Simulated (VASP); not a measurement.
# Ga (a cell with a defect) in VASP: single point with r2SCAN

Aim: the single point of Ga (a cell with a defect) with r2SCAN.

Program: VASP 6.6.1. These are calculated values, not measurements. Logs are shortened: lines on timing, memory, paths and dates and some standing lists are left out, and cuts for length are marked.

## (1) The cell of the first run

The cell holds a defect, 2 atoms: a = 4.317 Å, b = 4.426 Å, c = 3.889 Å, α = 91.34°, β = 92.42°, γ = 55.90°.

## (2) Single point, r2SCAN

POSCAR

```
Ga
1.0
    1.9932840000      3.8284840000     -0.0884300000
   -2.1051490000      3.8930690000     -0.0484240000
   -0.0382970000     -0.0756360000      3.8885580000
Ga
2
Direct
    0.2754850000      0.3276920000      0.5047730000
    0.6232050000      0.6959020000      0.4827700000
```

INCAR.step1

```
ALGO = Normal ; EDIFF = 1E-4
ENCUT = 520 ; GGA = PE
ISMEAR = -1 ; LASPH = True
LCHARG = False ; LREAL = False
LWAVE = True ; NBANDS = 20
NELM = 80 ; PREC = Accurate
SIGMA = 0.1
```

INCAR.step2

```
ALGO = Normal ; EDIFF = 1E-6
ENCUT = 520 ; ISIF = 2
ISMEAR = -1 ; ISTART = 1
LASPH = True ; LCHARG = False
LMIXTAU = True ; LREAL = False
LWAVE = False ; METAGGA = R2SCAN
NBANDS = 20 ; NELM = 80
PREC = Accurate ; SIGMA = 0.1
```

KPOINTS

```
Automatic mesh
0
Gamma
  5 5 5
  0.5 0 0
```

Potentials or basis: VASP PAW PBE potentials, release 64 (Ga_d).

Run with:

```sh
> cat potpaw_PBE.64/Ga_d/POTCAR > POTCAR
> cp INCAR.step1 INCAR
> mpirun -np 1 vasp_std > vasp.out
> cp INCAR.step2 INCAR
> mpirun -np 1 vasp_std > vasp.out
```

OUTCAR:

```text
EDIFF = 1E-6
   ENCUT = 520
   ISIF = 2
   ISMEAR = -1
   ISTART = 1
   LASPH = True
   LREAL = False
   METAGGA = R2SCAN
   NELM = 80
   PREC = Accurate

 ion  position               nearest neighbor table
   1  0.275  0.328  0.505-   2 2.32   2 2.33   2 2.77
   2  0.623  0.696  0.483-   1 2.32   1 2.33   1 2.77

  LATTYP: Found a triclinic cell.
 ALAT       =     4.4260573239
 B/A-ratio  =     1.3465846210
 C/A-ratio  =     2.4304346069
 COS(alpha) =     0.0055238472
 COS(beta)  =     0.6195555931
 COS(gamma) =     0.7578636773

  Lattice vectors:

 A1 = (   2.1051490000,  -3.8930690000,   0.0484240000)
 A2 = (   2.0668520000,  -3.9687050000,   3.9369820000)
 A3 = (   0.1884590000,  -7.5702810000,  -7.6402620000)

Analysis of symmetry for initial positions (statically):
=====================================================================
 Subroutine PRICEL returns:
 Original cell was already a primitive cell.

 Routine SETGRP: Setting up the symmetry group for a
 triclinic supercell.

 Subroutine GETGRP returns: Found  2 space group operations
 (whereof  1 operations were pure point group operations)
 out of a pool of  2 trial point group operations.

The static configuration has the point symmetry C_1 .
 The point group associated with its full space group is S_2 .

Analysis of symmetry for dynamics (positions and initial velocities):
=====================================================================
 Subroutine PRICEL returns:
 Original cell was already a primitive cell.

 Routine SETGRP: Setting up the symmetry group for a
 triclinic supercell.

 Subroutine GETGRP returns: Found  2 space group operations
 (whereof  1 operations were pure point group operations)
 out of a pool of  2 trial point group operations.

The dynamic configuration has the point symmetry C_1 .
 The point group associated with its full space group is S_2 .

 Subroutine INISYM returns: Found  2 space group operations
 (whereof  1 operations are pure point group operations),
 and found     1 'primitive' translations

----------------------------------------------------------------------------------------

                                     Primitive cell

  volume of cell :      61.4877

  direct lattice vectors                    reciprocal lattice vectors
     1.993284000  3.828484000 -0.088430000     0.246143075  0.133162464  0.005014305
    -2.105149000  3.893069000 -0.048424000    -0.242009426  0.126002741  0.000067405
    -0.038297000 -0.075636000  3.888558000     0.002583829  0.004597363  0.257279608

  length of vectors
     4.317208671  4.426057324  3.889482071     0.279899622  0.272846582  0.257333653

  position of ions in fractional coordinates (direct lattice)
     0.275485000  0.327692000  0.504773000
     0.623205000  0.695902000  0.482770000

  ion indices of the primitive-cell ions
   primitive index   ion index
                 1           1
                 2           2

----------------------------------------------------------------------------------------

 KPOINTS: Automatic mesh

Automatic generation of k-mesh.
 Grid dimensions read from file:
 generate k-points for:    5    5    5

 Generating k-lattice:

  Cartesian coordinates                     Fractional coordinates (reciprocal lattice)
     0.049228615  0.026632493  0.001002861     0.200000000 -0.000000000 -0.000000000
    -0.048401885  0.025200548  0.000013481     0.000000000  0.200000000 -0.000000000
     0.000516766  0.000919473  0.051455922    -0.000000000 -0.000000000  0.200000000

  Length of vectors
     0.055979924  0.054569316  0.051466731

  Shift w.r.t. Gamma in fractional coordinates (k-lattice)
     0.500000000  0.000000000  0.000000000

 Subroutine IBZKPT returns following result:
 ===========================================

 Found     63 irreducible k-points:

 Following reciprocal coordinates:
            Coordinates               Weight
  0.100000 -0.000000  0.000000      2.000000
  0.300000 -0.000000  0.000000      2.000000
  0.500000 -0.000000  0.000000      1.000000
  0.100000  0.200000  0.000000      2.000000
  0.300000  0.200000  0.000000      2.000000
  0.500000  0.200000  0.000000      2.000000
[... 16 lines left out ...]
 -0.100000  0.200000  0.200000      2.000000
  0.100000  0.400000  0.200000      2.000000
 [... further k-points ...]
   k-points           NKPTS =     63   k-points in BZ     NKDIM =     63   number of bands    NBANDS=     20
   number of dos      NEDOS =    301   number of ions     NIONS =      2
   total plane-waves  NPLWV =  34560
   dimension x,y,z NGX =    32 NGY =   36 NGZ =   30
   dimension x,y,z NGXF=    64 NGYF=   72 NGZF=   60
   ions per type =               2
   NGX,Y,Z   is equivalent  to a cutoff of  12.32, 13.52, 12.82 a.u.
   NGXF,Y,Z  is equivalent  to a cutoff of  24.64, 27.04, 25.65 a.u.
 SYSTEM =  unknown system
   PREC   = accura    normal or accurate (medium, high low for compatibility)
   ISTART =      1    job   : 0-new  1-cont  2-samecut
   ICHARG =      0    charge: 1-file 2-atom 10-const
   ISPIN  =      1    spin polarized calculation?
   LNONCOLLINEAR =      F non collinear calculations
   LSORBIT =      F    spin-orbit coupling
   LASPH  =      T    aspherical Exc in radial PAW
   ENCUT  =  520.0 eV  38.22 Ry    6.18 a.u.   8.03  8.23  7.23*2*pi/ulx,y,z
   NELM   =     80;   NELMIN=  2; NELMDL=  0     # of ELM steps
   EDIFF  = 0.1E-05   stopping-criterion for ELM
   LREAL  =      F    real-space projection
   EDIFFG = 0.1E-04   stopping-criterion for IOM
   NSW    =      0    number of steps for IOM
   IBRION =     -1    ionic relax: 0-MD 1-quasi-New 2-CG
   NFREE  =      0    steps in history (QN), initial steepest desc. (CG)
   ISIF   =      2    stress and relaxation
   ISYM   =      2    0-nonsym 1-usesym 2-fastsym
   POTIM  = 0.5000    time-step for ionic-motion
   TEBEG  =    0.0;   TEEND  =   0.0 temperature during run
   PSTRESS=    0.0 pullay stress
   NELECT =      26.0000    total number of electrons
   NUPDOWN=      -1.0000    fix difference up-down
   EMIN   =  10.00;   EMAX   =-10.00  energy-range for DOS
   EFERMI =   0.00;   METHOD = LEGACY
   ISMEAR =    -1;   SIGMA  =   0.10  broadening in eV -4-tet -1-fermi 0-gaus
   EFERMI_NEDOS =   21; number of points for ismear=-14 and -15
   IALGO  =     38    algorithm
   IMIX   =      4    mixing-type and parameters
     AMIX     =   0.40;   BMIX     =  1.00
     AMIX_MAG =   1.60;   BMIX_MAG =  1.00
  volume/ion in A,a.u.               =      30.74       207.47
  Fermi-wavevector in a.u.,A,eV,Ry     =   1.228768  2.322035 20.543045  1.509871
  Thomas-Fermi vector in A             =   2.363681
   LORBIT       =      0    0 simple, 1 ext, 2 COOP (PROOUT), +10 PAW based schemes
   METAGGA = R2SCAN    functional components
   LHFCALC =     F    Hartree Fock is set to
   AEXX    =    0.0000 exact exchange contribution
   IVDW    =     0    specifies the selected vdW correction
   LEPSILON=     F    determine dielectric tensor
   LRPA    =     F    only Hartree local field effects (RPA)
 non-spin polarized calculation
  energy-cutoff  :      520.00
  volume of cell :       61.49
 maximum number of plane-waves:      1670
   NGX = 17   NGY = 17   NGZ = 15

 number of electron      25.9999998 magnetization

 Free energy of the ion-electron system (eV)
  ---------------------------------------------------
  ext. energy  EPLUGINS =         0.00000000
  ---------------------------------------------------
  free energy    TOTEN  =       -21.55752306 eV

  energy without entropy =      -21.50567046  energy(sigma->0) =      -21.53159676

 E-fermi :   1.3185     XC(G=0):  -9.0217

 val. band max:        1.3006417536   @ k =   0.1000   0.2000   0.2000
 cond. band min:       1.3290142760   @ k =   0.3000  -0.2000   0.4000
 fundamental gap:      0.0283725224
 Fermi energy:         1.3185096552

 k-point     1 :       0.1000   -0.0000    0.0000
  band No.  band energies     occupation
      1     -14.1301      2.00000
      2     -14.0064      2.00000
      3     -13.9777      2.00000
      4     -13.8436      2.00000
      5     -13.7931      2.00000
      6     -13.7369      2.00000
[... 12 lines left out ...]
     19      10.8224      0.00000
     20      10.9211      0.00000

 k-point     2 :       0.3000   -0.0000    0.0000
  band No.  band energies     occupation
      1     -14.1564      2.00000
      2     -14.1213      2.00000
      3     -13.9572      2.00000
      4     -13.8722      2.00000
      5     -13.8501      2.00000
      6     -13.7255      2.00000
[... 12 lines left out ...]
     19       9.9431      0.00000
     20      13.1003      0.00000

 k-point     3 :       0.5000   -0.0000    0.0000
  band No.  band energies     occupation
      1     -14.1839      2.00000
      2     -14.1642      2.00000
      3     -13.9276      2.00000
      4     -13.9082      2.00000
      5     -13.8570      2.00000
      6     -13.7365      2.00000
[... 12 lines left out ...]
     19      12.4914      0.00000
     20      13.7932      0.00000

 k-point     4 :       0.1000    0.2000    0.0000
  band No.  band energies     occupation
      1     -14.1278      2.00000
      2     -14.0258      2.00000
      3     -13.9790      2.00000
      4     -13.8411      2.00000
      5     -13.8302      2.00000
      6     -13.7084      2.00000
[... 12 lines left out ...]
     19      10.1492      0.00000
     20      11.4031      0.00000

 k-point     5 :       0.3000    0.2000    0.0000
  band No.  band energies     occupation
      1     -14.1210      2.00000
      2     -14.0356      2.00000
      3     -13.9832      2.00000
      4     -13.8787      2.00000
      5     -13.8233      2.00000
      6     -13.7210      2.00000
[... 12 lines left out ...]
     19      10.1571      0.00000
     20      12.4416      0.00000
[... 353 lines left out ...]
      6     -13.7222      2.00000
[... 12 lines left out ...]
     19      12.0017      0.00000
     20      12.8837      0.00000

 k-point    22 :      -0.3000    0.2000    0.2000
  band No.  band energies     occupation
      1     -14.1983      2.00000
      2     -14.1551      2.00000
      3     -13.9360      2.00000
      4     -13.9065      2.00000
      5     -13.8540      2.00000
      6     -13.7270      2.00000
[... 12 lines left out ...]
     19      11.7611      0.00000
     20      13.3256      0.00000

 k-point    23 :      -0.1000    0.2000    0.2000
  band No.  band energies     occupation
      1     -14.1616      2.00000
      2     -14.1173      2.00000
      3     -13.9558      2.00000
      4     -13.8813      2.00000
      5     -13.8482      2.00000
      6     -13.7256      2.00000
[... 12 lines left out ...]
     19      10.7107      0.00000
     20      11.2664      0.00000

 k-point    24 :       0.1000    0.4000    0.2000
  band No.  band energies     occupation
      1     -14.1637      2.00000
      2     -14.1392      2.00000
      3     -13.9656      2.00000
      4     -13.8686      2.00000
      5     -13.8459      2.00000
      6     -13.7252      2.00000
[... 12 lines left out ...]
     19      11.0343      0.00000
     20      11.6209      0.00000

 [... further k-points ...]
[... 5 lines left out ...]
  --------------------------------------------------------------------------------------
  -------------------------------------------------------------------------------------
  Total        4.4105860     -1.5565460     -2.0971486      0.0749742      0.1652444     -0.0661909
  in kB      114.9261610    -40.5587496    -54.6451734      1.9535954      4.3057544     -1.7247288
  external PRESSURE =       6.5740793 kB  Pullay stress =       0.0000000 kB

 VOLUME and BASIS-vectors are now :
 -----------------------------------------------------------------------------
  energy-cutoff  :      520.00
  volume of cell :       61.49
      direct lattice vectors                 reciprocal lattice vectors
     1.993284000  3.828484000 -0.088430000     0.246143075  0.133162464  0.005014305
    -2.105149000  3.893069000 -0.048424000    -0.242009426  0.126002741  0.000067405
    -0.038297000 -0.075636000  3.888558000     0.002583829  0.004597363  0.257279608

 POSITION                                       TOTAL-FORCE (eV/Angst)
 -----------------------------------------------------------------------------------
     -0.16005      2.29224      1.92261        -0.038300      1.422433     -0.014576
     -0.24124      5.05861      1.78847         0.038300     -1.422433      0.014576
 -----------------------------------------------------------------------------------
    total drift:                                0.000587      0.000136     -0.000479

  FREE ENERGIE OF THE ION-ELECTRON SYSTEM (eV)
  ---------------------------------------------------
  free  energy   TOTEN  =       -21.5575230634 eV

  energy  without entropy=      -21.5056704636  energy(sigma->0) =      -21.53159676
```

Run time: 2.2 min. Hardware: 1 thread of Intel Xeon Platinum 8375C at 2.90GHz (Ice Lake), shared host; peak memory 0.22 GiB.

Results:

| Quantity | Value |
| --- | --- |
| Free energy | -21.5575 eV |
| Pressure | 0.7 GPa |
| Largest force | 1.423 eV/Å |
| Band gap on the k mesh | zero (band 13 reaches 2.22 eV, above the bottom of band 14 at 0.92 eV) |

Forces in eV/Å, atoms in the order of the input:
```
Ga  -0.038  1.422 -0.015
Ga   0.038 -1.422  0.015
```

Levels at points of the mesh, in eV from the Fermi level:
```csv
k point,band 10,band 11,band 12,band 13,band 14,band 15,band 16,band 17
"(0.50, 0.00, 0.00)",-14.69,-6.69,-5.70,-0.72,2.02,4.00,5.20,8.31
```

Caveat: the PAW data sets were made with another functional, which shifts forces and pressure a little.
